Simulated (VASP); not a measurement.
## Ba: single point with LDA

Ba:

```
Ba
1.0
     0.00000    3.29607    3.29607
     3.29607    0.00000    3.29607
     3.29607    3.29607    0.00000
Ba
1
Direct
  0.00000 0.00000 0.00000
```

| Property | Result |
| --- | --- |
| Program | VASP 6.6.1 |
| Task | single point |
| Functional | LDA |
| Potentials or basis | VASP PAW LDA potentials, release 64 (Ba_sv) |
| Cutoff | 520 eV |
| k mesh | 7 × 7 × 7 |
| Occupations | methfessel-paxton, width 0.05 eV |
| Spin | no spin polarisation |
| Dipole correction | no |
| Further INCAR settings | ALGO = Fast; EDIFF = 1e-06; NBANDS = 11 |

```yaml
Pressure: -1.8 GPa
Band_gap_on_the_k_mesh: zero (band 5 reaches 1.08 eV, above the bottom of band 6 at 1.03 eV)
```

Levels at points of the mesh, in eV from the Fermi level:
```csv
k point,band 1,band 2,band 3,band 4,band 5,band 6,band 7,band 8,band 9,band 10
"(0.00, 0.00, 0.00)",-29.08,-14.10,-14.10,-14.10,-2.72,1.57,1.57,1.57,2.90,2.90
```

It took 6.3 s on 1 thread of Intel(R) Xeon(R) 6975P-C (Granite Rapids), with other jobs on the host, peak memory 0.17 GiB.

Caveat: spin-orbit coupling is left out, which moves the levels of the heavy elements.
